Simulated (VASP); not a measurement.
# CaI2 (P-3m1) in VASP: notebook

CaI2 is run at these levels: LDA; tasks: single point, relaxation of shape and atoms at fixed volume.

All numbers are computed with VASP 6.6.1; they aren't measurements. Logs are shortened: lines on timing, memory, paths and dates and some standing lists are left out, and cuts for length are marked.

### 1 The cell of the first run

It takes space group P-3m1 (No. 164, trigonal). Conventional cell: a = 4.414 Å, b = 4.414 Å, c = 7.591 Å, α = 90.00°, β = 90.00°, γ = 120.00°. Within 4.1 Å of Ca (site symmetry -3m) lie 6 I at 3.09 Å. I (site symmetry 3m) has 3 Ca at 3.09 Å within 4.1 Å.

### 2 Single point, LDA

File INCAR:

```
  PREC = Accurate
  ENCUT = 520
  EDIFF = 1E-7
  ISMEAR = -1
  SIGMA = 0.03
  LREAL = False
  LASPH = True
  NELM = 80
  ALGO = Normal
  ISIF = 2
  LWAVE = False
  LCHARG = True
  GGA = CA
  LELF = True
  LVHAR = True
  NBANDS = 19
```

File KPOINTS:

```
regular mesh
0
Gamma
  7 7 4
```

File POSCAR:

```
CaI2
1.0
    4.4137073332      0.0000000000      0.0000000000
   -2.2068536666      3.8223826754      0.0000000000
    0.0000000000      0.0000000000      7.5912971072
Ca I
1 2
Direct
    0.0000000000      0.0000000000      0.0000000000
    0.3333333333      0.6666666667      0.2292522738
    0.6666666667      0.3333333333      0.7707477262
```

Potentials or basis: VASP PAW LDA potentials, release 64 (Ca_sv, I).

The run is started by

```
$ cat potpaw_LDA.64/Ca_sv/POTCAR potpaw_LDA.64/I/POTCAR > POTCAR
$ mpirun -np 1 vasp_std > vasp.out
```

OUTCAR:

```text
PREC = Accurate
   ENCUT = 520
   EDIFF = 1E-7
   ISMEAR = -1
   LREAL = False
   LASPH = True
   NELM = 80
   ISIF = 2
   GGA = CA

 ion  position               nearest neighbor table
   1  0.000  0.000  0.000-   2 3.09   3 3.09   2 3.09   3 3.09   3 3.09   2 3.09
   2  0.333  0.667  0.229-   1 3.09   1 3.09   1 3.09
   3  0.667  0.333  0.771-   1 3.09   1 3.09   1 3.09

  LATTYP: Found a hexagonal cell.
 ALAT       =     4.4137073332
 C/A-ratio  =     1.7199366732

  Lattice vectors:

 A1 = (   4.4137073332,   0.0000000000,   0.0000000000)
 A2 = (  -2.2068536666,   3.8223826754,   0.0000000000)
 A3 = (   0.0000000000,   0.0000000000,   7.5912971072)

Analysis of symmetry for initial positions (statically):
=====================================================================
 Subroutine PRICEL returns:
 Original cell was already a primitive cell.

 Routine SETGRP: Setting up the symmetry group for a
 hexagonal supercell.

 Subroutine GETGRP returns: Found 12 space group operations
 (whereof 12 operations were pure point group operations)
 out of a pool of 24 trial point group operations.

The static configuration has the point symmetry D_3d.

Analysis of symmetry for dynamics (positions and initial velocities):
=====================================================================
 Subroutine PRICEL returns:
 Original cell was already a primitive cell.

 Routine SETGRP: Setting up the symmetry group for a
 hexagonal supercell.

 Subroutine GETGRP returns: Found 12 space group operations
 (whereof 12 operations were pure point group operations)
 out of a pool of 24 trial point group operations.

The dynamic configuration has the point symmetry D_3d.

 Subroutine INISYM returns: Found 12 space group operations
 (whereof 12 operations are pure point group operations),
 and found     1 'primitive' translations

----------------------------------------------------------------------------------------

                                     Primitive cell

  volume of cell :     128.0719

  direct lattice vectors                    reciprocal lattice vectors
     4.413707333  0.000000000  0.000000000     0.226566903  0.130808462  0.000000000
    -2.206853667  3.822382675  0.000000000     0.000000000  0.261616925  0.000000000
     0.000000000  0.000000000  7.591297107     0.000000000  0.000000000  0.131729793

  length of vectors
     4.413707333  4.413707333  7.591297107     0.261616925  0.261616925  0.131729793

  position of ions in fractional coordinates (direct lattice)
     0.000000000  0.000000000  0.000000000
     0.333333333  0.666666667  0.229252274
     0.666666667  0.333333333  0.770747726

  ion indices of the primitive-cell ions
   primitive index   ion index
                 1           1
                 2           2
                 3           3

----------------------------------------------------------------------------------------

 KPOINTS: regular mesh

Automatic generation of k-mesh.
 Grid dimensions read from file:
 generate k-points for:    7    7    4

 Generating k-lattice:

  Cartesian coordinates                     Fractional coordinates (reciprocal lattice)
     0.032366700  0.018686923  0.000000000     0.142857143  0.000000000  0.000000000
     0.000000000  0.037373846  0.000000000     0.000000000  0.142857143  0.000000000
     0.000000000  0.000000000  0.032932448     0.000000000  0.000000000  0.250000000

  Length of vectors
     0.037373846  0.037373846  0.032932448

  Shift w.r.t. Gamma in fractional coordinates (k-lattice)
     0.000000000  0.000000000  0.000000000

 Subroutine IBZKPT returns following result:
 ===========================================

 Found     28 irreducible k-points:

 Following reciprocal coordinates:
            Coordinates               Weight
  0.000000  0.000000  0.000000      1.000000
  0.142857  0.000000  0.000000      6.000000
  0.285714  0.000000  0.000000      6.000000
  0.428571 -0.000000  0.000000      6.000000
  0.142857  0.142857  0.000000      6.000000
  0.285714  0.142857  0.000000     12.000000
[... 16 lines left out ...]
  0.285714  0.000000  0.500000      6.000000
  0.428571 -0.000000  0.500000      6.000000
 [... further k-points ...]
   k-points           NKPTS =     28   k-points in BZ     NKDIM =     28   number of bands    NBANDS=     19
   number of dos      NEDOS =    301   number of ions     NIONS =      3
   total plane-waves  NPLWV =  72576
   dimension x,y,z NGX =    36 NGY =   36 NGZ =   56
   dimension x,y,z NGXF=    72 NGYF=   72 NGZF=  112
   ions per type =               1   2
   NGX,Y,Z   is equivalent  to a cutoff of  13.56, 13.56, 12.26 a.u.
   NGXF,Y,Z  is equivalent  to a cutoff of  27.12, 27.12, 24.53 a.u.
 SYSTEM =  unknown system
   PREC   = accura    normal or accurate (medium, high low for compatibility)
   ISTART =      0    job   : 0-new  1-cont  2-samecut
   ICHARG =      2    charge: 1-file 2-atom 10-const
   ISPIN  =      1    spin polarized calculation?
   LNONCOLLINEAR =      F non collinear calculations
   LSORBIT =      F    spin-orbit coupling
   LASPH  =      T    aspherical Exc in radial PAW
   ENCUT  =  520.0 eV  38.22 Ry    6.18 a.u.   8.21  8.21 14.11*2*pi/ulx,y,z
   NELM   =     80;   NELMIN=  2; NELMDL= -5     # of ELM steps
   EDIFF  = 0.1E-06   stopping-criterion for ELM
   LREAL  =      F    real-space projection
   EDIFFG = 0.1E-05   stopping-criterion for IOM
   NSW    =      0    number of steps for IOM
   IBRION =     -1    ionic relax: 0-MD 1-quasi-New 2-CG
   NFREE  =      0    steps in history (QN), initial steepest desc. (CG)
   ISIF   =      2    stress and relaxation
   ISYM   =      2    0-nonsym 1-usesym 2-fastsym
   POTIM  = 0.5000    time-step for ionic-motion
   TEBEG  =    0.0;   TEEND  =   0.0 temperature during run
   PSTRESS=    0.0 pullay stress
   NELECT =      24.0000    total number of electrons
   NUPDOWN=      -1.0000    fix difference up-down
   EMIN   =  10.00;   EMAX   =-10.00  energy-range for DOS
   EFERMI =   0.00;   METHOD = LEGACY
   ISMEAR =    -1;   SIGMA  =   0.03  broadening in eV -4-tet -1-fermi 0-gaus
   EFERMI_NEDOS =   21; number of points for ismear=-14 and -15
   IALGO  =     38    algorithm
   IMIX   =      4    mixing-type and parameters
     AMIX     =   0.40;   BMIX     =  1.00
     AMIX_MAG =   1.60;   BMIX_MAG =  1.00
  volume/ion in A,a.u.               =      42.69       288.09
  Fermi-wavevector in a.u.,A,eV,Ry     =   0.936830  1.770352 11.941153  0.877650
  Thomas-Fermi vector in A             =   2.063879
   LORBIT       =      0    0 simple, 1 ext, 2 COOP (PROOUT), +10 PAW based schemes
   GGA     = CA    functional components
   LHFCALC =     F    Hartree Fock is set to
   AEXX    =    0.0000 exact exchange contribution
   IVDW    =     0    specifies the selected vdW correction
   LEPSILON=     F    determine dielectric tensor
   LRPA    =     F    only Hartree local field effects (RPA)
 non-spin polarized calculation
  energy-cutoff  :      520.00
  volume of cell :      128.07
 maximum number of plane-waves:      3467
 NGX is ok and might be reduce to    36
   NGX = 17   NGY = 17   NGZ = 29

 number of electron      23.9999999 magnetization

 Free energy of the ion-electron system (eV)
  ---------------------------------------------------
  ext. energy  EPLUGINS =         0.00000000
  ---------------------------------------------------
  free energy    TOTEN  =       -11.11427958 eV

  energy without entropy =      -11.11427958  energy(sigma->0) =      -11.11427958

 E-fermi :   1.4466     XC(G=0):  -7.9234

 val. band max:        0.6754293486   @ k =   0.0000   0.0000   0.0000
 cond. band min:       4.3042713019   @ k =   0.4286  -0.0000   0.2500
 fundamental gap:      3.6288419533
 Fermi energy:         1.4465935174

 k-point     1 :       0.0000    0.0000    0.0000
  band No.  band energies     occupation
      1     -38.3377      2.00000
      2     -19.6819      2.00000
      3     -19.6463      2.00000
      4     -19.6463      2.00000
      5     -10.7041      2.00000
      6     -10.2725      2.00000
[... 11 lines left out ...]
     18       6.4253      0.00000
     19       6.4253      0.00000

 k-point     2 :       0.1429    0.0000    0.0000
  band No.  band energies     occupation
      1     -38.3372      2.00000
      2     -19.6788      2.00000
      3     -19.6567      2.00000
      4     -19.6483      2.00000
      5     -10.6313      2.00000
      6     -10.2603      2.00000
[... 11 lines left out ...]
     18       6.4403      0.00000
     19       7.0769      0.00000

 k-point     3 :       0.2857    0.0000    0.0000
  band No.  band energies     occupation
      1     -38.3362      2.00000
      2     -19.6808      2.00000
      3     -19.6708      2.00000
      4     -19.6528      2.00000
      5     -10.4579      2.00000
      6     -10.2350      2.00000
[... 11 lines left out ...]
     18       6.9683      0.00000
     19       7.3506      0.00000

 k-point     4 :       0.4286   -0.0000    0.0000
  band No.  band energies     occupation
      1     -38.3353      2.00000
      2     -19.6990      2.00000
      3     -19.6654      2.00000
      4     -19.6564      2.00000
      5     -10.2963      2.00000
      6     -10.2284      2.00000
[... 407 lines left out ...]
     18       6.7839      0.00000
     19       7.1297      0.00000

 k-point    23 :       0.2857    0.0000    0.5000
  band No.  band energies     occupation
      1     -38.3362      2.00000
      2     -19.6808      2.00000
      3     -19.6708      2.00000
      4     -19.6528      2.00000
      5     -10.4217      2.00000
      6     -10.2742      2.00000
[... 11 lines left out ...]
     18       6.9311      0.00000
     19       7.1204      0.00000

 k-point    24 :       0.4286   -0.0000    0.5000
  band No.  band energies     occupation
      1     -38.3353      2.00000
      2     -19.6990      2.00000
      3     -19.6654      2.00000
      4     -19.6564      2.00000
      5     -10.2915      2.00000
      6     -10.2328      2.00000
[... 11 lines left out ...]
     18       6.7232      0.00000
     19       7.0864      0.00000

 [... further k-points ...]

------------------------ aborting loop because EDIFF is reached ----------------------------------------

  FORCE on cell =-STRESS in cart. coord.  units (eV):
  Direction    XX          YY          ZZ          XY          YZ          ZX
  --------------------------------------------------------------------------------------
  -------------------------------------------------------------------------------------
  Total       -0.5050081     -0.5050081     -0.5252652      0.0000000     -0.0000000      0.0000000
  in kB       -6.3176453     -6.3176453     -6.5710611      0.0000000     -0.0000000      0.0000000
  external PRESSURE =      -6.4021172 kB  Pullay stress =       0.0000000 kB

 VOLUME and BASIS-vectors are now :
 -----------------------------------------------------------------------------
  energy-cutoff  :      520.00
  volume of cell :      128.07
      direct lattice vectors                 reciprocal lattice vectors
     4.413707333  0.000000000  0.000000000     0.226566903  0.130808462  0.000000000
    -2.206853667  3.822382675  0.000000000     0.000000000  0.261616925  0.000000000
     0.000000000  0.000000000  7.591297107     0.000000000  0.000000000  0.131729793

 POSITION                                       TOTAL-FORCE (eV/Angst)
 -----------------------------------------------------------------------------------
      0.00000      0.00000      0.00000         0.000000      0.000000      0.000000
     -0.00000      2.54826      1.74032        -0.000000      0.000000      0.011757
      2.20685      1.27413      5.85097         0.000000     -0.000000     -0.011757
 -----------------------------------------------------------------------------------
    total drift:                                0.000000      0.000000     -0.000000

  FREE ENERGIE OF THE ION-ELECTRON SYSTEM (eV)
  ---------------------------------------------------
  free  energy   TOTEN  =       -11.1142795780 eV

  energy  without entropy=      -11.1142795780  energy(sigma->0) =      -11.11427958
```

It took 49 s on 1 thread of Intel Xeon Platinum 8488C (Sapphire Rapids), shared host; peak memory 0.23 GiB.

Results:

```
Free energy            : -11.1143 eV
Pressure               : -0.6 GPa
Largest force          : 0.012 eV/Å
Band gap on the k mesh : 3.63 eV (least direct gap 4.19 eV)
```

Forces on the atoms (eV/Å):
```
Ca   0.000  0.000  0.000
I    0.000  0.000  0.012
I    0.000  0.000 -0.012
```

Caveat: spin-orbit coupling is left out, which moves the levels of the heavy elements; an odd mesh through Γ misses points on the zone boundary, where band edges can lie.

### 3 Relaxation of shape and atoms at fixed volume, LDA

This run uses another cell than the first one, of 23.48 Å³/atom.

File INCAR:

```
  PREC = Accurate
  ENCUT = 600
  EDIFF = 1E-6
  ISMEAR = -1
  SIGMA = 0.03
  LREAL = False
  LASPH = True
  NELM = 80
  ALGO = Normal
  ISIF = 4
  LWAVE = False
  LCHARG = False
  IBRION = 2
  NSW = 50
  EDIFFG = -0.01
```

File KPOINTS:

```
Automatic mesh
0
Gamma
  7 7 4
```

File POSCAR:

```
CaI2
1.0
    3.7106777966      0.0000000000      0.0000000000
   -1.8553388983      3.2135412372      0.0000000000
    0.0000000000      0.0000000000      5.9071670436
Ca I
1 2
Direct
    0.0000000000      0.0000000000      0.0000000000
    0.3333333333      0.6666666667      0.2443023700
    0.6666666667      0.3333333333      0.7556976300
```

Potentials or basis: VASP PAW LDA potentials, release 64 (Ca_sv, I).

The run is started by

```
$ cat potpaw_LDA.64/Ca_sv/POTCAR potpaw_LDA.64/I/POTCAR > POTCAR
$ mpirun -np 1 vasp_std > vasp.out
```

Wall time 2.8 min (1 thread of Intel Xeon Platinum 8488C (Sapphire Rapids), shared host); peak memory 0.19 GiB.

The run converged. Its results:

* Free energy: -9.0304 eV
* Energy gained by relaxing: 550.9 meV/atom
* Ionic steps: 12
* Pressure after relaxing: 26.4 GPa
* Largest force after relaxing: 0.004 eV/Å
* Band gap on the k mesh: 1.18 eV (least direct gap 2.11 eV)

Forces in eV/Å, atoms in the order of the input:
```
Ca   0.000  0.000  0.000
I    0.000  0.000 -0.004
I    0.000  0.000  0.004
```

The path:
```tsv
step	energy change (eV)	largest force (eV/Å)	pressure (GPa)	volume (Å³)
1	0.0000	5.0198	40.31	70.44
2	-1.4871	1.0860	29.62	70.44
3	-1.5402	0.0009	28.51	70.44
4	-1.5406	0.1190	28.60	70.44
5	-1.6230	0.0107	27.34	70.44
6	-1.6506	0.1886	26.09	70.44
7	-1.6510	0.1660	26.23	70.44
8	-1.6510	0.1734	26.20	70.44
9	-1.6526	0.0133	26.35	70.44
10	-1.6526	0.0059	26.33	70.44
11	-1.6526	0.0091	26.33	70.44
12	-1.6527	0.0042	26.35	70.44
```

Final structure:
```xyz
3
Lattice="3.6239 0.0000 0.0000 -1.8119 3.1384 0.0000 0.0000 0.0000 6.1936" Properties=species:S:1:pos:R:3 pbc="T T T"
Ca    3.6239    0.0000    0.0000
I     0.0000    2.0922    1.8438
I     1.8119    1.0461    4.3498
```

Levels at points of the mesh, in eV from the valence-band top:
```tsv
k point	band 10	band 11	band 12	band 13	band 14	band 15
(0.00, 0.00, 0.00)	-0.18	0.00	0.00	2.11	3.60	3.60
(0.00, 0.00, 0.50)	-1.11	-0.81	-0.81	2.93	3.45	3.45
```

Caveat: spin-orbit coupling is left out, which moves the levels of the heavy elements; an odd mesh through Γ misses points on the zone boundary, where band edges can lie.

(Part 1 of 2 ends here.)
